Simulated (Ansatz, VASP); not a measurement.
# One calculation of GaAs, two programs

```
Ga As
1.0
     3.18229    0.00000    0.00000
     0.00000    3.18229    0.00000
     0.00000    0.00000    3.83200
Ga As
1 1
Cartesian
  1.5911 1.5911 1.9160
  0.0000 0.0000 0.0000
```

Alike in both runs: functional PBE; k mesh 6 × 6 × 4; occupations gaussian, width 0.1 eV; no spin polarisation.

Ansatz relaxed the structure, and its values are those at the end. VASP's run is a single point on that final structure, the one shown.

|  | VASP | Ansatz |
| --- | --- | --- |
| version | VASP 6.6.1 | Ansatz 0.2.0 |
| potentials or method | VASP PAW PBE potentials, release 64 (Ga_d, As), cutoff 520 eV | scalar-relativistic, plane waves, PAW |
| valence electrons in the cell | 18 | 28 |

|  | VASP | Ansatz | Ansatz less VASP |
| --- | --- | --- | --- |
| gap on the k mesh at the Fermi level (eV) | none | none | - |
| pressure (GPa) | 0.1 | 0.1 | -0.05 |

A gap of «none» marks a metal or a gap that the smearing closes. The functional is the same, so the differences come from potentials, cutoffs and numerics. VASP's potentials hold 18 valence electrons a cell and Ansatz's 28, so a difference there can come from the potentials and not from the codes.

The k mesh is coarse, so the values compare programs but aren't converged.
